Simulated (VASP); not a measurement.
# Zr3ZnN2 (Cmmm) in VASP: notebook

Zr3ZnN2 is run at these levels: PBE; tasks: relaxation of cell and atoms, single point.

Everything below comes from runs of VASP 6.6.1. Logs are shortened: lines on timing, memory, paths and dates and some standing lists are left out, and cuts for length are marked.

## (1) The cell of the first run

Symmetry: Cmmm, No. 65, orthorhombic system. Conventional cell: a = 5.865 Å, b = 11.641 Å, c = 3.122 Å, α = 90.00°, β = 90.00°, γ = 90.00°. Within 3.0 Å of Zr (site symmetry m2m) lie 4 N at 2.16 Å and 1 Zn at 2.62 Å and 2 Zr at 2.99 Å. Within 4.3 Å of Zr (site symmetry mmm) lie 14 Zr at 3.12 to 4.23 Å and 4 N at 3.26 Å and 4 Zn at 3.32 Å. Zn (site symmetry mmm) has 6 Zr at 2.62 to 3.32 Å and 2 Zn at 3.12 Å and 8 N at 3.61 Å within 3.7 Å. N (site symmetry 2/m) has 4 Zr at 2.16 Å and 2 N at 2.93 Å within 3.0 Å.

The cell was generated, and may not be a known phase.

## (2) Relaxation of cell and atoms, PBE

The input, INCAR:

```
ALGO     = Normal         # electronic algorithm
EDIFF    = 1E-7           # SCF threshold, eV
EDIFFG   = -0.04          # ionic threshold
ENCUT    = 600            # plane-wave cutoff, eV
GGA      = PE             # functional
IBRION   = 2              # ionic algorithm
ISIF     = 3              # what is computed and relaxed
ISMEAR   = 0              # smearing method
LASPH    = True           # aspherical terms in the spheres
LCHARG   = False          # write CHGCAR
LREAL    = False          # projectors in reciprocal space
LWAVE    = False          # write WAVECAR
NELM     = 60             # most SCF steps
NSW      = 90             # ionic steps
PREC     = Accurate       # precision mode
SIGMA    = 0.1            # smearing width, eV
```

The input, KPOINTS:

```
k-points
0
Gamma
  4 4 6
```

The input, POSCAR:

```
Zr3ZnN2
1.0
    2.9322576216     -5.8205782282      0.0000000000
    2.9322576216      5.8205782282      0.0000000000
    0.0000000000      0.0000000000      3.1218596539
Zr Zn N
3 1 2
Direct
    0.7751844455      0.2248155545      0.0000000000
    0.2248155545      0.7751844455      0.0000000000
    0.5000000000      0.5000000000      0.5000000000
    0.0000000000      0.0000000000      0.0000000000
    0.5000000000      0.0000000000      0.5000000000
    0.0000000000      0.5000000000      0.5000000000
```

Potentials or basis: VASP PAW PBE potentials, release 64 (Zr_sv, Zn, N).

Started as:

```bash
$ cat potpaw_PBE.64/Zr_sv/POTCAR potpaw_PBE.64/Zn/POTCAR potpaw_PBE.64/N/POTCAR > POTCAR
$ mpirun -np 1 vasp_std > vasp.out
```

OUTCAR:

```text
EDIFF = 1E-7
   EDIFFG = -0.04
   ENCUT = 600
   GGA = PE
   IBRION = 2
   ISIF = 3
   ISMEAR = 0
   LASPH = True
   LREAL = False
   NELM = 60
   NSW = 90
   PREC = Accurate

 ion  position               nearest neighbor table
   1  0.775  0.225  0.000-   5 2.16   6 2.16   5 2.16   6 2.16   4 2.62   2 2.99   2 2.99   3 3.56
                             3 3.56
   2  0.225  0.775  0.000-   5 2.16   6 2.16   5 2.16   6 2.16   4 2.62   1 2.99   1 2.99   3 3.56
                             3 3.56
   3  0.500  0.500  0.500-   4 3.32   4 3.32   4 3.32   4 3.32   2 3.56   2 3.56   1 3.56   1 3.56

   4  0.000  0.000  0.000-   1 2.62   2 2.62   3 3.32   3 3.32   3 3.32   3 3.32
   5  0.500  0.000  0.500-   1 2.16   2 2.16   1 2.16   2 2.16
   6  0.000  0.500  0.500-   1 2.16   2 2.16   1 2.16   2 2.16

  LATTYP: Found a base centered orthorhombic cell.
 ALAT       =     5.8645152432
 B/A-ratio  =     1.9850159772
 C/A-ratio  =     0.5323303844

  Lattice vectors:

 A1 = (   2.9322576216,  -5.8205782282,   0.0000000000)
 A2 = (   2.9322576216,   5.8205782282,   0.0000000000)
 A3 = (   0.0000000000,   0.0000000000,   3.1218596539)

Analysis of symmetry for initial positions (statically):
=====================================================================
 Subroutine PRICEL returns:
 Original cell was already a primitive cell.

 Routine SETGRP: Setting up the symmetry group for a
 base centered orthorhombic supercell.

 Subroutine GETGRP returns: Found  8 space group operations
 (whereof  8 operations were pure point group operations)
 out of a pool of  8 trial point group operations.

The static configuration has the point symmetry D_2h.

Analysis of symmetry for dynamics (positions and initial velocities):
=====================================================================
 Subroutine PRICEL returns:
 Original cell was already a primitive cell.

 Routine SETGRP: Setting up the symmetry group for a
 base centered orthorhombic supercell.

 Subroutine GETGRP returns: Found  8 space group operations
 (whereof  8 operations were pure point group operations)
 out of a pool of  8 trial point group operations.

The dynamic configuration has the point symmetry D_2h.

 Subroutine INISYM returns: Found  8 space group operations
 (whereof  8 operations are pure point group operations),
 and found     1 'primitive' translations

----------------------------------------------------------------------------------------

                                     Primitive cell

  volume of cell :     106.5643

  direct lattice vectors                    reciprocal lattice vectors
     2.932257622 -5.820578228  0.000000000     0.170517077 -0.085902118  0.000000000
     2.932257622  5.820578228  0.000000000     0.170517077  0.085902118  0.000000000
     0.000000000  0.000000000  3.121859654     0.000000000  0.000000000  0.320321895

  length of vectors
     6.517458528  6.517458528  3.121859654     0.190932574  0.190932574  0.320321895

  position of ions in fractional coordinates (direct lattice)
     0.775184446  0.224815554  0.000000000
     0.224815554  0.775184446  0.000000000
     0.500000000  0.500000000  0.500000000
     0.000000000  0.000000000  0.000000000
     0.500000000  1.000000000  0.500000000
     1.000000000  0.500000000  0.500000000

  ion indices of the primitive-cell ions
   primitive index   ion index
                 1           1
                 2           2
                 3           3
                 4           4
                 5           5
                 6           6

----------------------------------------------------------------------------------------

 KPOINTS: k-points

Automatic generation of k-mesh.
 Grid dimensions read from file:
 generate k-points for:    4    4    6

 Generating k-lattice:

  Cartesian coordinates                     Fractional coordinates (reciprocal lattice)
     0.042629269 -0.021475530  0.000000000     0.250000000 -0.000000000  0.000000000
     0.042629269  0.021475530  0.000000000    -0.000000000  0.250000000  0.000000000
     0.000000000  0.000000000  0.053386982     0.000000000  0.000000000  0.166666667

  Length of vectors
     0.047733143  0.047733143  0.053386982

  Shift w.r.t. Gamma in fractional coordinates (k-lattice)
     0.000000000  0.000000000  0.000000000

 Subroutine IBZKPT returns following result:
 ===========================================

 Found     28 irreducible k-points:

 Following reciprocal coordinates:
            Coordinates               Weight
  0.000000  0.000000  0.000000      1.000000
  0.250000 -0.000000  0.000000      4.000000
  0.500000 -0.000000  0.000000      2.000000
  0.250000  0.250000  0.000000      2.000000
  0.500000  0.250000  0.000000      4.000000
 -0.250000  0.250000  0.000000      2.000000
[... 16 lines left out ...]
  0.250000 -0.000000  0.500000      4.000000
  0.500000 -0.000000  0.500000      2.000000
 [... further k-points ...]
   k-points           NKPTS =     28   k-points in BZ     NKDIM =     28   number of bands    NBANDS=     34
   number of dos      NEDOS =    301   number of ions     NIONS =      6
   total plane-waves  NPLWV =  81648
   dimension x,y,z NGX =    54 NGY =   54 NGZ =   28
   dimension x,y,z NGXF=   108 NGYF=  108 NGZF=   56
   ions per type =               3   1   2
   NGX,Y,Z   is equivalent  to a cutoff of  13.77, 13.77, 14.91 a.u.
   NGXF,Y,Z  is equivalent  to a cutoff of  27.55, 27.55, 29.82 a.u.
 SYSTEM =  unknown system
   PREC   = accura    normal or accurate (medium, high low for compatibility)
   ISTART =      0    job   : 0-new  1-cont  2-samecut
   ICHARG =      2    charge: 1-file 2-atom 10-const
   ISPIN  =      1    spin polarized calculation?
   LNONCOLLINEAR =      F non collinear calculations
   LSORBIT =      F    spin-orbit coupling
   LASPH  =      T    aspherical Exc in radial PAW
   ENCUT  =  600.0 eV  44.10 Ry    6.64 a.u.  13.02 13.02  6.24*2*pi/ulx,y,z
   NELM   =     60;   NELMIN=  2; NELMDL= -5     # of ELM steps
   EDIFF  = 0.1E-06   stopping-criterion for ELM
   LREAL  =      F    real-space projection
   EDIFFG = -.4E-01   stopping-criterion for IOM
   NSW    =     90    number of steps for IOM
   IBRION =      2    ionic relax: 0-MD 1-quasi-New 2-CG
   NFREE  =      1    steps in history (QN), initial steepest desc. (CG)
   ISIF   =      3    stress and relaxation
   ISYM   =      2    0-nonsym 1-usesym 2-fastsym
   POTIM  = 0.5000    time-step for ionic-motion
   TEBEG  =    0.0;   TEEND  =   0.0 temperature during run
   PSTRESS=    0.0 pullay stress
   NELECT =      58.0000    total number of electrons
   NUPDOWN=      -1.0000    fix difference up-down
   EMIN   =  10.00;   EMAX   =-10.00  energy-range for DOS
   EFERMI =   0.00;   METHOD = LEGACY
   ISMEAR =     0;   SIGMA  =   0.10  broadening in eV -4-tet -1-fermi 0-gaus
   EFERMI_NEDOS =   21; number of points for ismear=-14 and -15
   IALGO  =     38    algorithm
   IMIX   =      4    mixing-type and parameters
     AMIX     =   0.40;   BMIX     =  1.00
     AMIX_MAG =   1.60;   BMIX_MAG =  1.00
  volume/ion in A,a.u.               =      17.76       119.86
  Fermi-wavevector in a.u.,A,eV,Ry     =   1.336637  2.525878 24.308164  1.786600
  Thomas-Fermi vector in A             =   2.465249
   LORBIT       =      0    0 simple, 1 ext, 2 COOP (PROOUT), +10 PAW based schemes
   GGA     = PE    functional components
   LHFCALC =     F    Hartree Fock is set to
   AEXX    =    0.0000 exact exchange contribution
   IVDW    =     0    specifies the selected vdW correction
   LEPSILON=     F    determine dielectric tensor
   LRPA    =     F    only Hartree local field effects (RPA)
 conjugate gradient relaxation of ions
 non-spin polarized calculation
 Gauss-broadening in eV      SIGMA  =   0.10
  energy-cutoff  :      600.00
  volume of cell :      106.56
 maximum number of plane-waves:      3574
 NGX is ok and might be reduce to    54
   NGX = 27   NGY = 27   NGZ = 13

--------------------------------------- Ionic step        1  -------------------------------------------

 number of electron      57.9999996 magnetization

 Free energy of the ion-electron system (eV)
  ---------------------------------------------------
  ext. energy  EPLUGINS =         0.00000000
  ---------------------------------------------------
  free energy    TOTEN  =       -47.04442997 eV

  energy without entropy =      -47.03096266  energy(sigma->0) =      -47.03769632

------------------------ aborting loop because EDIFF is reached ----------------------------------------

  FORCE on cell =-STRESS in cart. coord.  units (eV):
  Direction    XX          YY          ZZ          XY          YZ          ZX
  --------------------------------------------------------------------------------------
  -------------------------------------------------------------------------------------
  Total        0.4304040      0.7236318     -0.6663528     -0.0000000      0.0000000      0.0000000
  in kB        6.4710569     10.8796915    -10.0185111     -0.0000000      0.0000000      0.0000000
  external PRESSURE =       2.4440791 kB  Pullay stress =       0.0000000 kB
[... 101 lines left out ...]
  FREE ENERGIE OF THE ION-ELECTRON SYSTEM (eV)
  ---------------------------------------------------
  free  energy   TOTEN  =       -47.0550101778 eV

  energy  without entropy=      -47.0417015978  energy(sigma->0) =      -47.04835589

[... ionic steps 4 to 10 ...]

--------------------------------------- Ionic step       11  -------------------------------------------

 number of electron      57.9999999 magnetization

------------------------ aborting loop because EDIFF is reached ----------------------------------------

  FORCE on cell =-STRESS in cart. coord.  units (eV):
  Direction    XX          YY          ZZ          XY          YZ          ZX
  --------------------------------------------------------------------------------------
  -------------------------------------------------------------------------------------
  Total        0.2482632     -0.2715078      0.1599536      0.0000000      0.0000000      0.0000000
  in kB        3.6522383     -3.9941934      2.3531017      0.0000000      0.0000000      0.0000000
  external PRESSURE =       0.6703822 kB  Pullay stress =       0.0000000 kB
[... 65 lines left out ...]
  energy  without entropy=      -47.0858500060  energy(sigma->0) =      -47.09244496

--------------------------------------- Ionic step       13  -------------------------------------------

 number of electron      57.9999999 magnetization

 Free energy of the ion-electron system (eV)
  ---------------------------------------------------
  ext. energy  EPLUGINS =         0.00000000
  ---------------------------------------------------
  free energy    TOTEN  =       -47.09944302 eV

  energy without entropy =      -47.08607774  energy(sigma->0) =      -47.09276038

 E-fermi :   6.6342     XC(G=0): -10.6707

 val. band max:        6.6013731129   @ k =   0.2500  -0.0000   0.0000
 cond. band min:       6.6402689685   @ k =   0.5000   0.2500   0.0000
 fundamental gap:      0.0388958557
 Fermi energy:         6.6341607346

 k-point     1 :       0.0000    0.0000    0.0000
  band No.  band energies     occupation
      1     -43.0956      2.00000
      2     -42.2488      2.00000
      3     -42.1365      2.00000
      4     -21.2656      2.00000
      5     -21.0610      2.00000
      6     -21.0169      2.00000
[... 877 lines left out ...]
     33       8.0042      0.00000
     34       8.7559      0.00000

 [... further k-points ...]
[... 5 lines left out ...]
  --------------------------------------------------------------------------------------
  -------------------------------------------------------------------------------------
  Total        0.0002313     -0.0851301      0.0128911      0.0000000      0.0000000      0.0000000
  in kB        0.0034046     -1.2527928      0.1897083      0.0000000      0.0000000      0.0000000
  external PRESSURE =      -0.3532266 kB  Pullay stress =       0.0000000 kB
[... 21 lines left out ...]
  FREE ENERGIE OF THE ION-ELECTRON SYSTEM (eV)
  ---------------------------------------------------
  free  energy   TOTEN  =       -47.0994430184 eV

  energy  without entropy=      -47.0860777375  energy(sigma->0) =      -47.09276038

 reached required accuracy - stopping structural energy minimisation
```

Run time: 24 min. Hardware: 1 thread of Oxide Virtual Turin-like, shared host; peak memory 0.33 GiB.

What came out:

```
Free energy                           : -47.0994 eV
Relaxed volume                        : 18.15 Å³/atom
Relaxed cell                          : a = 6.836 Å, b = 6.836 Å, c = 3.073 Å, α = 90.00°, β = 90.00°, γ = 130.70°
Space group after relaxing (to 0.1 Å) : Cmmm (No. 65)
Energy gained by relaxing             : 9.2 meV/atom
Ionic steps                           : 13
Pressure after relaxing               : 0.0 GPa
Largest force after relaxing          : 0.009 eV/Å
Band gap on the k mesh                : zero (bands 29 and 30 overlap by 0.82 eV)
```

Forces in eV/Å, atoms in the order of the input:
```
Zr   0.000 -0.009  0.000
Zr   0.000  0.009  0.000
Zr   0.000  0.000  0.000
Zn   0.000  0.000  0.000
N    0.000  0.000  0.000
N    0.000  0.000  0.000
```

Step by step:
| step | energy change (eV) | largest force (eV/Å) | pressure (GPa) | volume (Å³) |
| --- | --- | --- | --- | --- |
| 1 | 0.0000 | 0.1833 | 0.24 | 106.56 |
| 2 | -0.0088 | 0.1784 | 0.14 | 106.98 |
| 3 | -0.0106 | 0.1732 | 0.07 | 107.26 |
| 4 | -0.0183 | 0.1704 | -0.21 | 107.66 |
| 5 | -0.0347 | 0.1355 | -1.03 | 108.85 |
| 6 | -0.0344 | 0.1216 | -2.72 | 111.13 |
| 7 | -0.0408 | 0.0402 | -1.77 | 109.84 |
| 8 | -0.0442 | 0.0500 | -1.52 | 109.72 |
| 9 | -0.0515 | 0.0768 | -0.78 | 109.34 |
| 10 | -0.0525 | 0.1184 | 0.72 | 108.57 |
| 11 | -0.0542 | 0.1004 | 0.07 | 108.91 |
| 12 | -0.0546 | 0.0719 | 0.04 | 108.90 |
| 13 | -0.0550 | 0.0090 | -0.04 | 108.87 |

Final structure:
```
CELL_PARAMETERS angstrom
2.85112 -6.21288 0.00000
2.85112 6.21288 0.00000
0.00000 0.00000 3.07310
ATOMIC_POSITIONS crystal
Zr 0.78883 0.21117 0.00000
Zr 0.21117 0.78883 0.00000
Zr 0.50000 0.50000 0.50000
Zn 0.00000 0.00000 0.00000
N 0.50000 0.00000 0.50000
N 0.00000 0.50000 0.50000
```

## (3) Single point, PBE

This run uses another cell than the first one, of 18.05 Å³/atom.

The input, INCAR:

```
SYSTEM = Zr3ZnN2
PREC = Accurate ; ENCUT = 600
EDIFF = 1E-6 ; ISMEAR = 0
SIGMA = 0.1 ; LREAL = .False.
LASPH = .True. ; NELM = 120
ALGO = Normal ; ISIF = 2
LWAVE = .False. ; LCHARG = .False.
GGA = PE ; NBANDS = 38
GGA_COMPAT = .False.
```

The input, KPOINTS:

```
Automatic mesh
0
Gamma
  4 4 6
  0 0 0
```

The input, POSCAR:

```
Zr3ZnN2
1.0
    2.8625216456     -6.1468335053      0.0000000000
    2.8625216456      6.1468335053      0.0000000000
    0.0000000000      0.0000000000      3.0774483680
Zr Zn N
3 1 2
Direct
    0.7873960215      0.2126039785      0.0000000000
    0.2126039785      0.7873960215      0.0000000000
    0.5000000000      0.5000000000      0.5000000000
    0.0000000000      0.0000000000      0.0000000000
    0.5000000000      0.0000000000      0.5000000000
    0.0000000000      0.5000000000      0.5000000000
```

Potentials or basis: VASP PAW PBE potentials, release 64 (Zr_sv, Zn, N).

Started as:

```bash
$ cat potpaw_PBE.64/Zr_sv/POTCAR potpaw_PBE.64/Zn/POTCAR potpaw_PBE.64/N/POTCAR > POTCAR
$ mpirun -np 1 vasp_std > vasp.out
```

Run time: 3.1 min. Hardware: 1 thread of Oxide Virtual Turin-like, shared host; peak memory 0.3 GiB.

The run converged. Its results:

| Property | Result |
| --- | --- |
| Free energy | -47.0996 eV |
| Pressure | 0.2 GPa |
| Largest force | 0.007 eV/Å |
| Band gap on the k mesh | zero (bands 29 and 30 overlap by 0.82 eV) |

Forces on the atoms (eV/Å):
```
Zr   0.000 -0.007  0.000
Zr   0.000  0.007  0.000
Zr   0.000  0.000  0.000
Zn   0.000  0.000  0.000
N    0.000  0.000  0.000
N    0.000  0.000  0.000
```

Stress tensor (GPa, compression positive):
```
0.12 0.00 0.00
0.00 0.28 0.00
0.00 0.00 0.16
```

Levels at points of the mesh, in eV from the Fermi level:
| k point | band 27 | band 28 | band 29 | band 30 | band 31 | band 32 |
| --- | --- | --- | --- | --- | --- | --- |
| (0.00, 0.00, 0.00) | -1.36 | -1.11 | -0.53 | -0.24 | 0.11 | 0.88 |
| (0.50, 0.00, 0.00) | -2.40 | -1.38 | -0.50 | 0.87 | 1.27 | 1.74 |
| (0.50, 0.50, 0.00) | -1.44 | -1.36 | -1.24 | -0.51 | 1.26 | 1.52 |
| (0.00, 0.00, 0.50) | -1.79 | -1.62 | -1.18 | 0.85 | 1.11 | 1.36 |
| (0.50, 0.00, 0.50) | -1.25 | -0.46 | -0.33 | 1.10 | 1.11 | 1.34 |
| (0.50, 0.50, 0.50) | -1.39 | -1.31 | -0.73 | 0.34 | 0.73 | 0.80 |

The gap in the log of VASP goes by the Fermi energy; the results here count the filled bands.